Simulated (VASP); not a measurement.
## NiO2: single point with LDA

Crystal: NiO2.

```
Ni O
1.0
     2.68727    0.00000    0.00000
    -1.34364    2.32725    0.00000
     0.00000    0.00000    4.44582
Ni O
1 2
Direct
  0.00000 0.00000 0.50000
  0.66667 0.33333 0.74240
  0.33333 0.66667 0.25760
```

This cell differs from its parent crystal: c/a of the conventional cell at fixed volume 1.6544.

```yaml
Program: VASP 6.6.1
Task: single point
Functional: LDA
Potentials_or_basis: VASP PAW LDA potentials, release 64 (Ni, O)
Cutoff: 520 eV
k_mesh: 12 × 12 × 6
Occupations: gaussian, width 0.05 eV
Spin: no spin polarisation
Dipole_correction: no
Further_INCAR_settings: ALGO = Normal; EDIFF = 1e-07; NBANDS = 18
```

* Pressure: -9.9 GPa
* Largest force: 2.125 eV/Å
* Band gap on the k mesh: 0.65 eV, indirect (least direct gap 0.71 eV)

Forces in eV/Å, atoms in the order of the input:
```
Ni   0.000  0.000  0.000
O    0.000  0.000 -2.125
O    0.000  0.000  2.125
```

Stress tensor (GPa, compression positive):
```
 -1.70   0.00   0.00
  0.00  -1.70   0.00
  0.00   0.00 -26.44
```

Levels at points of the mesh, in eV from the valence-band top:
| k point | band 7 | band 8 | band 9 | band 10 | band 11 | band 12 | band 13 | band 14 | band 15 | band 16 |
| --- | --- | --- | --- | --- | --- | --- | --- | --- | --- | --- |
| (0.00, 0.00, 0.00) | -2.17 | -1.00 | -0.73 | -0.73 | -0.56 | 1.89 | 1.89 | 7.87 | 11.46 | 16.04 |
| (0.50, 0.00, 0.00) | -2.86 | -2.28 | -1.90 | -1.52 | -0.80 | 1.57 | 1.94 | 11.85 | 13.52 | 14.77 |
| (0.00, 0.00, 0.50) | -2.17 | -2.17 | -0.85 | -0.85 | -0.36 | 2.01 | 2.01 | 9.56 | 10.91 | 16.18 |
| (0.50, 0.00, 0.50) | -2.06 | -2.03 | -1.65 | -1.52 | -0.90 | 1.66 | 1.71 | 11.16 | 12.84 | 15.74 |

Run time: 66 s on 1 thread of Intel(R) Xeon(R) Platinum 8375C CPU @ 2.90GHz (Ice Lake) (shared host), peak memory 0.16 GiB.

Caveat: forces of over 1 eV/Å act on the atoms, so gaps and moduli don't describe the material at rest. Spin polarisation is off, so any magnetic state and its effect on volume and gap are missing.
